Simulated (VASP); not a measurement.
# Au (I4/mmm) in VASP: a series of runs

The runs below take Au through single point, with PBEsol.

Everything below comes from runs of VASP 6.6.1. Logs are shortened: lines on timing, memory, paths and dates and some standing lists are left out, and cuts for length are marked.

### Step 1. The cell of the first run

The structure is tetragonal, space group I4/mmm (No. 139). The conventional cell has a = 3.349 Å, b = 3.349 Å, c = 3.048 Å, α = 90.00°, β = 90.00°, γ = 90.00°. Au (site symmetry 4/mmm) has 14 Au at 2.82 to 3.35 Å within 3.7 Å.

### Step 2. Single point, PBEsol (uniaxial strain along c: -6.0 %, then relaxed in part)

Contents of INCAR:

```
ALGO     = Fast           # electronic algorithm
EDIFF    = 1E-7           # SCF threshold, eV
ENCUT    = 520            # plane-wave cutoff, eV
GGA      = PS             # functional
ISIF     = 2              # what is computed and relaxed
ISMEAR   = 0              # smearing method
LASPH    = True           # aspherical terms in the spheres
LCHARG   = False          # write CHGCAR
LREAL    = False          # projectors in reciprocal space
LWAVE    = False          # write WAVECAR
NBANDS   = 18             # bands
NELM     = 60             # most SCF steps
PREC     = Accurate       # precision mode
SIGMA    = 0.1            # smearing width, eV
```

Contents of KPOINTS:

```
k-points
0
Gamma
  16 16 16
```

Contents of POSCAR:

```
Au
1.0
    3.3493151470      0.0000000000      0.0000000000
    0.0000000000      3.3493151470      0.0000000000
    0.0000000000      0.0000000000      3.0476179806
Au
2
Direct
    0.0000000000      0.0000000000      0.0000000000
    0.5000000000      0.5000000000      0.5000000000
```

Potentials or basis: VASP PAW PBE potentials, release 64 (Au).

Started as:

```
> cat potpaw_PBE.64/Au/POTCAR > POTCAR
> mpirun -np 1 vasp_std > vasp.out
```

OUTCAR:

```text
EDIFF = 1E-7
   ENCUT = 520
   GGA = PS
   ISIF = 2
   ISMEAR = 0
   LASPH = True
   LREAL = False
   NELM = 60
   PREC = Accurate

 ion  position               nearest neighbor table
   1  0.000  0.000  0.000-   2 2.82   2 2.82   2 2.82   2 2.82   2 2.82   2 2.82   2 2.82   2 2.82

   2  0.500  0.500  0.500-   1 2.82   1 2.82   1 2.82   1 2.82   1 2.82   1 2.82   1 2.82   1 2.82

  LATTYP: Found a simple tetragonal cell.
 ALAT       =     3.3493151470
 C/A-ratio  =     0.9099227295

  Lattice vectors:

 A1 = (   3.3493151470,   0.0000000000,   0.0000000000)
 A2 = (   0.0000000000,   3.3493151470,   0.0000000000)
 A3 = (   0.0000000000,   0.0000000000,   3.0476179806)

Analysis of symmetry for initial positions (statically):
=====================================================================
 Subroutine PRICEL returns following result:

  LATTYP: Found a body centered tetragonal cell.
 ALAT       =     3.3493151470
 C/A-ratio  =     0.9099227295

  Lattice vectors:

 A1 = (  -1.6746575735,  -1.6746575735,  -1.5238089903)
 A2 = (   1.6746575735,   1.6746575735,  -1.5238089903)
 A3 = (   1.6746575735,  -1.6746575735,   1.5238089903)

   2 primitive cells build up your supercell.

 Routine SETGRP: Setting up the symmetry group for a
 simple tetragonal supercell.

 Subroutine GETGRP returns: Found 16 space group operations
 (whereof 16 operations were pure point group operations)
 out of a pool of 16 trial point group operations.

The static configuration has the point symmetry D_4h.

Analysis of symmetry for dynamics (positions and initial velocities):
=====================================================================
 Subroutine PRICEL returns following result:

  LATTYP: Found a body centered tetragonal cell.
 ALAT       =     3.3493151470
 C/A-ratio  =     0.9099227295

  Lattice vectors:

 A1 = (  -1.6746575735,  -1.6746575735,  -1.5238089903)
 A2 = (   1.6746575735,   1.6746575735,  -1.5238089903)
 A3 = (   1.6746575735,  -1.6746575735,   1.5238089903)

   2 primitive cells build up your supercell.

 Routine SETGRP: Setting up the symmetry group for a
 simple tetragonal supercell.

 Subroutine GETGRP returns: Found 16 space group operations
 (whereof 16 operations were pure point group operations)
[... 94 lines left out ...]
   ISPIN  =      1    spin polarized calculation?
   LNONCOLLINEAR =      F non collinear calculations
   LSORBIT =      F    spin-orbit coupling
   LASPH  =      T    aspherical Exc in radial PAW
   ENCUT  =  520.0 eV  38.22 Ry    6.18 a.u.   6.23  6.23  5.67*2*pi/ulx,y,z
   NELM   =     60;   NELMIN=  2; NELMDL= -5     # of ELM steps
   EDIFF  = 0.1E-06   stopping-criterion for ELM
   LREAL  =      F    real-space projection
   EDIFFG = 0.1E-05   stopping-criterion for IOM
   NSW    =      0    number of steps for IOM
   IBRION =     -1    ionic relax: 0-MD 1-quasi-New 2-CG
   NFREE  =      0    steps in history (QN), initial steepest desc. (CG)
   ISIF   =      2    stress and relaxation
   ISYM   =      2    0-nonsym 1-usesym 2-fastsym
   POTIM  = 0.5000    time-step for ionic-motion
   TEBEG  =    0.0;   TEEND  =   0.0 temperature during run
   PSTRESS=    0.0 pullay stress
   NELECT =      22.0000    total number of electrons
   NUPDOWN=      -1.0000    fix difference up-down
   EMIN   =  10.00;   EMAX   =-10.00  energy-range for DOS
   EFERMI =   0.00;   METHOD = LEGACY
   ISMEAR =     0;   SIGMA  =   0.10  broadening in eV -4-tet -1-fermi 0-gaus
   EFERMI_NEDOS =   21; number of points for ismear=-14 and -15
   IALGO  =     68    algorithm
   IMIX   =      4    mixing-type and parameters
     AMIX     =   0.40;   BMIX     =  1.00
     AMIX_MAG =   1.60;   BMIX_MAG =  1.00
  volume/ion in A,a.u.               =      17.09       115.36
  Fermi-wavevector in a.u.,A,eV,Ry     =   1.413378  2.670896 27.179491  1.997636
  Thomas-Fermi vector in A             =   2.535029
   LORBIT       =      0    0 simple, 1 ext, 2 COOP (PROOUT), +10 PAW based schemes
   GGA     = PS    functional components
   LHFCALC =     F    Hartree Fock is set to
   AEXX    =    0.0000 exact exchange contribution
   IVDW    =     0    specifies the selected vdW correction
   LEPSILON=     F    determine dielectric tensor
   LRPA    =     F    only Hartree local field effects (RPA)
 non-spin polarized calculation
 RMM-DIIS sequential band-by-band and
 Gauss-broadening in eV      SIGMA  =   0.10
  energy-cutoff  :      520.00
  volume of cell :       34.19
 maximum number of plane-waves:       944
 NGX is ok and might be reduce to    28
   NGX = 13   NGY = 13   NGZ = 11

 number of electron      22.0000004 magnetization

 Free energy of the ion-electron system (eV)
  ---------------------------------------------------
  ext. energy  EPLUGINS =         0.00000000
  ---------------------------------------------------
  free energy    TOTEN  =        -7.81231262 eV

  energy without entropy =       -7.80974025  energy(sigma->0) =       -7.81102643

 E-fermi :   9.2331     XC(G=0): -12.8669

 val. band max:        9.2305954936   @ k =   0.3750   0.0000   0.1875
 cond. band min:       9.2412173821   @ k =   0.4375   0.4375   0.0625
 fundamental gap:      0.0106218885
 Fermi energy:         9.2330513345

 k-point     1 :       0.0000    0.0000    0.0000
  band No.  band energies     occupation
      1      -0.6526      2.00000
      2       2.4000      2.00000
      3       2.4125      2.00000
      4       3.9977      2.00000
      5       4.6592      2.00000
      6       4.6592      2.00000
[... 481 lines left out ...]
      5       4.8783      2.00000
      6       4.8783      2.00000
[... 10 lines left out ...]
     17      24.4569      0.00000
     18      24.4569      0.00000

 [... further k-points ...]

------------------------ aborting loop because EDIFF is reached ----------------------------------------

  FORCE on cell =-STRESS in cart. coord.  units (eV):
  Direction    XX          YY          ZZ          XY          YZ          ZX
  --------------------------------------------------------------------------------------
  -------------------------------------------------------------------------------------
  Total       -0.0633070     -0.0633070     -0.2046505      0.0000000      0.0000000     -0.0000000
  in kB       -2.9668090     -2.9668090     -9.5907118      0.0000000      0.0000000     -0.0000000
  external PRESSURE =      -5.1747766 kB  Pullay stress =       0.0000000 kB

 VOLUME and BASIS-vectors are now :
 -----------------------------------------------------------------------------
  energy-cutoff  :      520.00
  volume of cell :       34.19
      direct lattice vectors                 reciprocal lattice vectors
     3.349315147  0.000000000  0.000000000     0.298568500  0.000000000  0.000000000
     0.000000000  3.349315147  0.000000000     0.000000000  0.298568500  0.000000000
     0.000000000  0.000000000  3.047617981     0.000000000  0.000000000  0.328125115

 POSITION                                       TOTAL-FORCE (eV/Angst)
 -----------------------------------------------------------------------------------
      0.00000      0.00000      0.00000        -0.000000     -0.000000      0.000000
      1.67466      1.67466      1.52381         0.000000      0.000000     -0.000000
 -----------------------------------------------------------------------------------
    total drift:                                0.000000      0.000000      0.000000

  FREE ENERGIE OF THE ION-ELECTRON SYSTEM (eV)
  ---------------------------------------------------
  free  energy   TOTEN  =        -7.8123126166 eV

  energy  without entropy=       -7.8097402454  energy(sigma->0) =       -7.81102643
```

stdout:

```text
POSCAR found type information on POSCAR Au
 POSCAR found :  1 types and       2 ions
 scaLAPACK will be used
 -----------------------------------------------------------------------------
|                                                                             |
|                                                                             |
|     You enforced a specific xc type in the INCAR file but a different       |
|     I HOPE YOU KNOW WHAT YOU ARE DOING!                                     |
|                                                                             |
 -----------------------------------------------------------------------------

 LDA part: xc-table for (Slater+PW92), standard interpolation
 POSCAR, INCAR and KPOINTS ok, starting setup
 FFT: planning ... GRIDC
 FFT: planning ... GRID_SOFT
 FFT: planning ... GRID
 WAVECAR not read
 entering main loop
```

It took 5.4 min on 1 thread of Intel Xeon 8259CL, shared host; peak memory 0.31 GiB.

Results:

| Quantity | Value |
| --- | --- |
| Free energy | -7.8123 eV |
| Pressure | -0.5 GPa |
| Band gap on the k mesh | zero (bands 11 and 12 overlap by 5.61 eV) |

Caveat: the cell differs from its parent crystal (uniaxial strain along c: -6.0 %, then relaxed in part); the PAW data sets were made with another functional, which shifts forces and pressure a little; spin-orbit coupling is left out, which moves the levels of the heavy elements.

(Part 1 of 2 ends here.)
